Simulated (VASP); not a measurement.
# HfN in VASP: a series of runs

HfN is run at these levels: LDA; tasks: single point.

Program: VASP 6.6.1. These are calculated values, not measurements. Logs are shortened: lines on timing, memory, paths and dates and some standing lists are left out, and cuts for length are marked.

## 1. The cell of the first run

The structure is cubic, space group F-43m (No. 216). The conventional cell has a = 4.829 Å, b = 4.829 Å, c = 4.829 Å, α = 90.00°, β = 90.00°, γ = 90.00°. Within 2.8 Å of Hf (site symmetry -43m) lie 4 N at 2.09 Å. N (site symmetry -43m) has 4 Hf at 2.09 Å within 2.8 Å.

## 2. Single point, LDA

INCAR reads:

```
ALGO     = Normal         # electronic algorithm
EDIFF    = 1E-7           # SCF threshold, eV
ENCUT    = 520            # plane-wave cutoff, eV
ISIF     = 2              # what is computed and relaxed
ISMEAR   = 0              # smearing method
LASPH    = T              # aspherical terms in the spheres
LCHARG   = F              # write CHGCAR
LREAL    = F              # projectors in reciprocal space
LWAVE    = F              # write WAVECAR
NBANDS   = 14             # bands
NELM     = 80             # most SCF steps
PREC     = Accurate       # precision mode
SIGMA    = 0.15           # smearing width, eV
```

KPOINTS reads:

```
k-points
0
Gamma
  12 12 12
```

POSCAR reads:

```
HfN
1.0
    0.0000000000      2.4146129775      2.4146129775
    2.4146129775      0.0000000000      2.4146129775
    2.4146129775      2.4146129775      0.0000000000
Hf N
1 1
Direct
    0.0000085243     -0.0000027349     -0.0000042276
    0.7499914757      0.7500027349      0.7500042276
```

Potentials or basis: VASP PAW LDA potentials, release 64 (Hf_pv, N).

Started as:

```sh
cat potpaw_LDA.64/Hf_pv/POTCAR potpaw_LDA.64/N/POTCAR > POTCAR
mpirun -np 1 vasp_std > vasp.out
```

OUTCAR:

```text
EDIFF = 1E-7
   ENCUT = 520
   ISIF = 2
   ISMEAR = 0
   LASPH = T
   LREAL = F
   NELM = 80
   PREC = Accurate

 ion  position               nearest neighbor table
   1  0.000  1.000  1.000-   2 2.09   2 2.09   2 2.09   2 2.09
   2  0.750  0.750  0.750-   1 2.09   1 2.09   1 2.09   1 2.09

  LATTYP: Found a face centered cubic cell.
 ALAT       =     4.8292259550

  Lattice vectors:

 A1 = (   0.0000000000,   2.4146129775,   2.4146129775)
 A2 = (   2.4146129775,   0.0000000000,   2.4146129775)
 A3 = (   2.4146129775,   2.4146129775,   0.0000000000)

Analysis of symmetry for initial positions (statically):
=====================================================================
 Subroutine PRICEL returns:
 Original cell was already a primitive cell.

 Routine SETGRP: Setting up the symmetry group for a
 face centered cubic supercell.

 Subroutine GETGRP returns: Found  6 space group operations
 (whereof  6 operations were pure point group operations)
 out of a pool of 48 trial point group operations.

The static configuration has the point symmetry C_3v.

Analysis of symmetry for dynamics (positions and initial velocities):
=====================================================================
 Subroutine PRICEL returns:
 Original cell was already a primitive cell.

 Routine SETGRP: Setting up the symmetry group for a
 face centered cubic supercell.

 Subroutine GETGRP returns: Found  6 space group operations
 (whereof  6 operations were pure point group operations)
 out of a pool of 48 trial point group operations.

The dynamic configuration has the point symmetry C_3v.

 Subroutine INISYM returns: Found  6 space group operations
 (whereof  6 operations are pure point group operations),
 and found     1 'primitive' translations

----------------------------------------------------------------------------------------

                                     Primitive cell

  volume of cell :      28.1561

  direct lattice vectors                    reciprocal lattice vectors
     0.000000000  2.414612978  2.414612978    -0.207072522  0.207072522  0.207072522
     2.414612978  0.000000000  2.414612978     0.207072522 -0.207072522  0.207072522
     2.414612978  2.414612978  0.000000000     0.207072522  0.207072522 -0.207072522

  length of vectors
     3.414778421  3.414778421  3.414778421     0.358660130  0.358660130  0.358660130

  position of ions in fractional coordinates (direct lattice)
     0.000008524  0.999997265  0.999995772
     0.749991476  0.750002735  0.750004228

  ion indices of the primitive-cell ions
   primitive index   ion index
                 1           1
                 2           2

----------------------------------------------------------------------------------------

 KPOINTS: k-points

Automatic generation of k-mesh.
 Grid dimensions read from file:
 generate k-points for:   12   12   12

 Generating k-lattice:

  Cartesian coordinates                     Fractional coordinates (reciprocal lattice)
    -0.017256044  0.017256044  0.017256044     0.083333333  0.000000000  0.000000000
     0.017256044 -0.017256044  0.017256044     0.000000000  0.083333333  0.000000000
     0.017256044  0.017256044 -0.017256044     0.000000000  0.000000000  0.083333333

  Length of vectors
     0.029888344  0.029888344  0.029888344

  Shift w.r.t. Gamma in fractional coordinates (k-lattice)
     0.000000000  0.000000000  0.000000000

 Subroutine IBZKPT returns following result:
 ===========================================

 Found    189 irreducible k-points:

 Following reciprocal coordinates:
            Coordinates               Weight
  0.000000  0.000000  0.000000      1.000000
  0.083333  0.000000  0.000000      2.000000
  0.000000  0.083333  0.000000      6.000000
  0.166667  0.000000  0.000000      2.000000
  0.000000  0.166667  0.000000      6.000000
  0.250000  0.000000  0.000000      2.000000
[... 16 lines left out ...]
  0.083333  0.000000  0.333333      6.000000
  0.416667  0.083333  0.000000      6.000000
 [... further k-points ...]
   k-points           NKPTS =    189   k-points in BZ     NKDIM =    189   number of bands    NBANDS=     14
   number of dos      NEDOS =    301   number of ions     NIONS =      2
   total plane-waves  NPLWV =  21952
   dimension x,y,z NGX =    28 NGY =   28 NGZ =   28
   dimension x,y,z NGXF=    56 NGYF=   56 NGZF=   56
   ions per type =               1   1
   NGX,Y,Z   is equivalent  to a cutoff of  13.63, 13.63, 13.63 a.u.
   NGXF,Y,Z  is equivalent  to a cutoff of  27.26, 27.26, 27.26 a.u.
 SYSTEM =  unknown system
   PREC   = accura    normal or accurate (medium, high low for compatibility)
   ISTART =      0    job   : 0-new  1-cont  2-samecut
   ICHARG =      2    charge: 1-file 2-atom 10-const
   ISPIN  =      1    spin polarized calculation?
   LNONCOLLINEAR =      F non collinear calculations
   LSORBIT =      F    spin-orbit coupling
   LASPH  =      T    aspherical Exc in radial PAW
   ENCUT  =  520.0 eV  38.22 Ry    6.18 a.u.   6.35  6.35  6.35*2*pi/ulx,y,z
   NELM   =     80;   NELMIN=  2; NELMDL= -5     # of ELM steps
   EDIFF  = 0.1E-06   stopping-criterion for ELM
   LREAL  =      F    real-space projection
   EDIFFG = 0.1E-05   stopping-criterion for IOM
   NSW    =      0    number of steps for IOM
   IBRION =     -1    ionic relax: 0-MD 1-quasi-New 2-CG
   NFREE  =      0    steps in history (QN), initial steepest desc. (CG)
   ISIF   =      2    stress and relaxation
   ISYM   =      2    0-nonsym 1-usesym 2-fastsym
   POTIM  = 0.5000    time-step for ionic-motion
   TEBEG  =    0.0;   TEEND  =   0.0 temperature during run
   PSTRESS=    0.0 pullay stress
   NELECT =      15.0000    total number of electrons
   NUPDOWN=      -1.0000    fix difference up-down
   EMIN   =  10.00;   EMAX   =-10.00  energy-range for DOS
   EFERMI =   0.00;   METHOD = LEGACY
   ISMEAR =     0;   SIGMA  =   0.15  broadening in eV -4-tet -1-fermi 0-gaus
   EFERMI_NEDOS =   21; number of points for ismear=-14 and -15
   IALGO  =     38    algorithm
   IMIX   =      4    mixing-type and parameters
     AMIX     =   0.40;   BMIX     =  1.00
     AMIX_MAG =   1.60;   BMIX_MAG =  1.00
  volume/ion in A,a.u.               =      14.08        95.00
  Fermi-wavevector in a.u.,A,eV,Ry     =   1.327133  2.507917 23.963690  1.761282
  Thomas-Fermi vector in A             =   2.456468
   LORBIT       =      0    0 simple, 1 ext, 2 COOP (PROOUT), +10 PAW based schemes
   GGA     = CA    functional components
   LHFCALC =     F    Hartree Fock is set to
   AEXX    =    0.0000 exact exchange contribution
   IVDW    =     0    specifies the selected vdW correction
   LEPSILON=     F    determine dielectric tensor
   LRPA    =     F    only Hartree local field effects (RPA)
 non-spin polarized calculation
 Gauss-broadening in eV      SIGMA  =   0.15
  energy-cutoff  :      520.00
  volume of cell :       28.16
 maximum number of plane-waves:       769
 NGX is ok and might be reduce to    28
   NGX = 13   NGY = 13   NGZ = 13

 number of electron      15.0000001 magnetization

 Free energy of the ion-electron system (eV)
  ---------------------------------------------------
  ext. energy  EPLUGINS =         0.00000000
  ---------------------------------------------------
  free energy    TOTEN  =       -23.06078807 eV

  energy without entropy =      -23.04948617  energy(sigma->0) =      -23.05513712

 E-fermi :   5.9661     XC(G=0): -11.7421

 val. band max:        5.9643315975   @ k =   0.0833   0.0833   0.0000
 cond. band min:       6.0119697608   @ k =  -0.3333   0.2500   0.0000
 fundamental gap:      0.0476381633
 Fermi energy:         5.9661106119

 k-point     1 :       0.0000    0.0000    0.0000
  band No.  band energies     occupation
      1     -24.8023      2.00000
      2     -24.8022      2.00000
      3     -24.8022      2.00000
      4     -10.2002      2.00000
      5       0.2805      2.00000
      6       0.2805      2.00000
      7       0.2806      2.00000
      8       5.4644      2.00000
      9       8.2007      0.00000
     10       8.2007      0.00000
     11      12.8292      0.00000
     12      12.8293      0.00000
     13      12.8298      0.00000
     14      17.5816      0.00000

 k-point     2 :       0.0833    0.0000    0.0000
  band No.  band energies     occupation
      1     -24.8441      2.00000
      2     -24.8075      2.00000
      3     -24.8075      2.00000
      4     -10.1050      2.00000
      5       0.1316      2.00000
      6       0.3359      2.00000
      7       0.3359      2.00000
      8       5.8433      1.75299
      9       8.0739      0.00000
     10       8.0739      0.00000
     11      12.6378      0.00000
     12      13.0203      0.00000
     13      13.0204      0.00000
     14      17.5789      0.00000

 k-point     3 :       0.0000    0.0833    0.0000
  band No.  band energies     occupation
      1     -24.8441      2.00000
      2     -24.8075      2.00000
      3     -24.8075      2.00000
      4     -10.1050      2.00000
      5       0.1317      2.00000
      6       0.3358      2.00000
      7       0.3359      2.00000
      8       5.8433      1.75292
      9       8.0739      0.00000
     10       8.0739      0.00000
     11      12.6374      0.00000
     12      13.0204      0.00000
     13      13.0208      0.00000
     14      17.5789      0.00000

 k-point     4 :       0.1667    0.0000    0.0000
  band No.  band energies     occupation
      1     -24.9562      2.00000
      2     -24.8218      2.00000
      3     -24.8218      2.00000
      4      -9.8526      2.00000
      5      -0.1409      2.00000
      6       0.4799      2.00000
      7       0.4799      2.00000
      8       6.7382      0.00000
      9       7.8486      0.00000
     10       7.8486      0.00000
     11      12.2237      0.00000
     12      13.3328      0.00000
     13      13.3329      0.00000
     14      16.6326      0.00000

 k-point     5 :       0.0000    0.1667    0.0000
  band No.  band energies     occupation
      1     -24.9562      2.00000
      2     -24.8218      2.00000
      3     -24.8218      2.00000
      4      -9.8526      2.00000
      5      -0.1408      2.00000
      6       0.4798      2.00000
      7       0.4799      2.00000
      8       6.7383      0.00000
      9       7.8487      0.00000
     10       7.8487      0.00000
     11      12.2233      0.00000
[... 276 lines left out ...]
 k-point    22 :       0.0000    0.3333    0.0833
  band No.  band energies     occupation
      1     -25.2033      2.00000
      2     -24.8728      2.00000
      3     -24.8664      2.00000
      4      -9.2682      2.00000
      5      -0.3121      2.00000
      6       0.7778      2.00000
      7       0.8786      2.00000
      8       7.1378      0.00000
      9       8.1351      0.00000
     10       8.4443      0.00000
     11      11.6144      0.00000
     12      12.5667      0.00000
     13      13.3450      0.00000
     14      14.6761      0.00000

 k-point    23 :       0.0833    0.0000    0.3333
  band No.  band energies     occupation
      1     -25.2032      2.00000
      2     -24.8728      2.00000
      3     -24.8664      2.00000
      4      -9.2682      2.00000
      5      -0.3121      2.00000
      6       0.7778      2.00000
      7       0.8785      2.00000
      8       7.1377      0.00000
      9       8.1352      0.00000
     10       8.4445      0.00000
     11      11.6144      0.00000
     12      12.5667      0.00000
     13      13.3450      0.00000
     14      14.6761      0.00000

 k-point    24 :       0.4167    0.0833    0.0000
  band No.  band energies     occupation
      1     -25.3156      2.00000
      2     -24.8886      2.00000
      3     -24.8854      2.00000
      4      -9.0436      2.00000
      5      -0.0508      2.00000
      6       0.8437      2.00000
      7       0.9741      2.00000
      8       7.4000      0.00000
      9       8.0686      0.00000
     10       8.7482      0.00000
     11      11.1318      0.00000
     12      11.8311      0.00000
     13      12.7175      0.00000
     14      15.0744      0.00000

 [... further k-points ...]

------------------------ aborting loop because EDIFF is reached ----------------------------------------

  FORCE on cell =-STRESS in cart. coord.  units (eV):
  Direction    XX          YY          ZZ          XY          YZ          ZX
  --------------------------------------------------------------------------------------
  -------------------------------------------------------------------------------------
  Total       -0.0064738     -0.0064738     -0.0064738     -0.0003003      0.0003003     -0.0003003
  in kB       -0.3683836     -0.3683836     -0.3683836     -0.0170875      0.0170875     -0.0170875
  external PRESSURE =      -0.3683836 kB  Pullay stress =       0.0000000 kB

 VOLUME and BASIS-vectors are now :
 -----------------------------------------------------------------------------
  energy-cutoff  :      520.00
  volume of cell :       28.16
      direct lattice vectors                 reciprocal lattice vectors
     0.000000000  2.414612978  2.414612978    -0.207072522  0.207072522  0.207072522
     2.414612978  0.000000000  2.414612978     0.207072522 -0.207072522  0.207072522
     2.414612978  2.414612978  0.000000000     0.207072522  0.207072522 -0.207072522

 POSITION                                       TOTAL-FORCE (eV/Angst)
 -----------------------------------------------------------------------------------
      4.82921      2.41462      2.41463         0.000311     -0.000311     -0.000311
      3.62194      3.62191      3.62191        -0.000311      0.000311      0.000311
 -----------------------------------------------------------------------------------
    total drift:                               -0.001281     -0.001384      0.000108

  FREE ENERGIE OF THE ION-ELECTRON SYSTEM (eV)
  ---------------------------------------------------
  free  energy   TOTEN  =       -23.0607880660 eV

  energy  without entropy=      -23.0494861712  energy(sigma->0) =      -23.05513712
```

Wall time 2 min (1 thread of Intel Xeon 8259CL, shared host); peak memory 0.2 GiB.

Results:

```yaml
Free_energy: -23.0608 eV
Pressure: 0.0 GPa
Band_gap_on_the_k_mesh: zero (an odd number of electrons rules out a gap without spin polarisation)
```

Caveat: spin-orbit coupling is left out, which moves the levels of the heavy elements.

## 3. Single point, LDA (atoms moved at random)

INCAR reads:

```
SYSTEM = HfN
ALGO = Normal
EDIFF = 1E-6
ENCUT = 520
ISIF = 2
ISMEAR = 0
LASPH = .TRUE.
LCHARG = .FALSE.
LREAL = .FALSE.
LWAVE = .FALSE.
NBANDS = 14
NELM = 100
PREC = Accurate
SIGMA = 0.15
```

KPOINTS reads:

```
k-points
0
G
  12 12 12
  0 0 0
```

POSCAR reads:

```
HfN
1.0
    0.0000000000      2.4146129775      2.4146129775
    2.4146129775      0.0000000000      2.4146129775
    2.4146129775      2.4146129775      0.0000000000
Hf N
1 1
Direct
    0.0032418347     -0.0010343923     -0.0019871626
    0.7467581653      0.7510343923      0.7519871626
```

Potentials or basis: VASP PAW LDA potentials, release 64 (Hf_pv, N).

Started as:

```sh
cat potpaw_LDA.64/Hf_pv/POTCAR potpaw_LDA.64/N/POTCAR > POTCAR
mpirun -np 1 vasp_std > vasp.out
```

Run time: 8.1 min. Hardware: 1 thread of Intel Xeon 8259CL, shared host; peak memory 0.44 GiB.

Results (log left out):

```yaml
Free_energy: -23.0586 eV
Pressure: 0.0 GPa
Largest_force: 0.234 eV/Å
Band_gap_on_the_k_mesh: zero (an odd number of electrons rules out a gap without spin polarisation)
```

Forces on the atoms (eV/Å):
```
Hf   0.177 -0.079 -0.131
N   -0.177  0.079  0.131
```

Stress tensor (GPa, compression positive):
```
 0.00 -0.73 -0.43
-0.73  0.01  0.98
-0.43  0.98  0.00
```

Levels at points of the mesh, in eV from the Fermi level:
| k point | band 4 | band 5 | band 6 | band 7 | band 8 | band 9 | band 10 | band 11 | band 12 | band 13 |
| --- | --- | --- | --- | --- | --- | --- | --- | --- | --- | --- |
| (0.00, 0.00, 0.00) | -16.17 | -5.71 | -5.68 | -5.66 | -0.50 | 2.23 | 2.24 | 6.76 | 6.83 | 7.01 |
| (0.50, 0.00, 0.00) | -14.91 | -5.76 | -5.01 | -5.00 | 1.51 | 2.75 | 2.81 | 4.43 | 5.38 | 5.39 |
| (0.00, 0.50, 0.00) | -14.95 | -5.77 | -5.10 | -5.04 | 1.67 | 2.71 | 2.87 | 4.43 | 5.54 | 5.57 |
| (0.00, 0.00, 0.50) | -14.96 | -5.77 | -5.11 | -5.06 | 1.70 | 2.73 | 2.86 | 4.43 | 5.58 | 5.60 |
| (0.50, 0.50, 0.50) | -14.94 | -5.77 | -5.08 | -5.03 | 1.64 | 2.71 | 2.87 | 4.43 | 5.51 | 5.54 |
| (0.50, 0.50, 0.00) | -14.52 | -7.19 | -3.64 | -3.61 | -1.13 | 2.25 | 4.17 | 4.87 | 4.91 | 10.61 |
| (0.00, 0.50, 0.50) | -14.52 | -7.19 | -3.64 | -3.61 | -1.13 | 2.25 | 4.17 | 4.86 | 4.91 | 10.61 |
| (0.50, 0.00, 0.50) | -14.51 | -7.19 | -3.63 | -3.62 | -1.13 | 2.25 | 4.17 | 4.87 | 4.90 | 10.61 |

Caveat: the cell differs from its parent crystal (atoms moved at random); spin-orbit coupling is left out, which moves the levels of the heavy elements.

## 4. Single point, LDA

INCAR reads:

```
SYSTEM = HfN
  PREC = Accurate
  ENCUT = 520
  EDIFF = 1E-6
  ISMEAR = 0
  SIGMA = 0.15
  LREAL = .FALSE.
  LASPH = .TRUE.
  NELM = 100
  ALGO = Normal
  ISIF = 2
  LWAVE = .FALSE.
  LCHARG = .FALSE.
  GGA = CA
  NBANDS = 14
```

KPOINTS reads:

```
regular mesh
0
G
  12 12 12
  0 0 0
```

POSCAR is that of step 3.

Started as:

```sh
cat potpaw_LDA.64/Hf_pv/POTCAR potpaw_LDA.64/N/POTCAR > POTCAR
mpirun -np 1 vasp_std > vasp.out
```

Wall time 8.5 min (1 thread of Intel Xeon 8259CL, shared host); peak memory 0.44 GiB.

The run converged. Its results:

```yaml
Free_energy: -23.0586 eV
Pressure: 0.0 GPa
Largest_force: 0.234 eV/Å
Band_gap_on_the_k_mesh: zero (an odd number of electrons rules out a gap without spin polarisation)
```

Forces in eV/Å, atoms in the order of the input:
```
Hf   0.177 -0.079 -0.131
N   -0.177  0.079  0.131
```

Stress tensor (GPa, compression positive):
```
 0.00 -0.73 -0.43
-0.73  0.01  0.98
-0.43  0.98  0.00
```

Levels at points of the mesh, in eV from the Fermi level:
```tsv
k point	band 4	band 5	band 6	band 7	band 8	band 9	band 10	band 11	band 12	band 13
(0.00, 0.00, 0.00)	-16.17	-5.71	-5.68	-5.66	-0.50	2.23	2.24	6.76	6.83	7.01
(0.50, 0.00, 0.00)	-14.91	-5.76	-5.01	-5.00	1.51	2.75	2.81	4.43	5.38	5.39
(0.00, 0.50, 0.00)	-14.95	-5.77	-5.10	-5.04	1.67	2.71	2.87	4.43	5.54	5.57
(0.00, 0.00, 0.50)	-14.96	-5.77	-5.11	-5.06	1.70	2.73	2.86	4.43	5.58	5.60
(0.50, 0.50, 0.50)	-14.94	-5.77	-5.08	-5.03	1.64	2.71	2.87	4.43	5.51	5.54
(0.50, 0.50, 0.00)	-14.52	-7.19	-3.64	-3.61	-1.13	2.25	4.17	4.87	4.91	10.61
(0.00, 0.50, 0.50)	-14.52	-7.19	-3.64	-3.61	-1.13	2.25	4.17	4.86	4.91	10.61
(0.50, 0.00, 0.50)	-14.51	-7.19	-3.63	-3.62	-1.13	2.25	4.17	4.87	4.90	10.61
```

Caveat: spin-orbit coupling is left out, which moves the levels of the heavy elements.
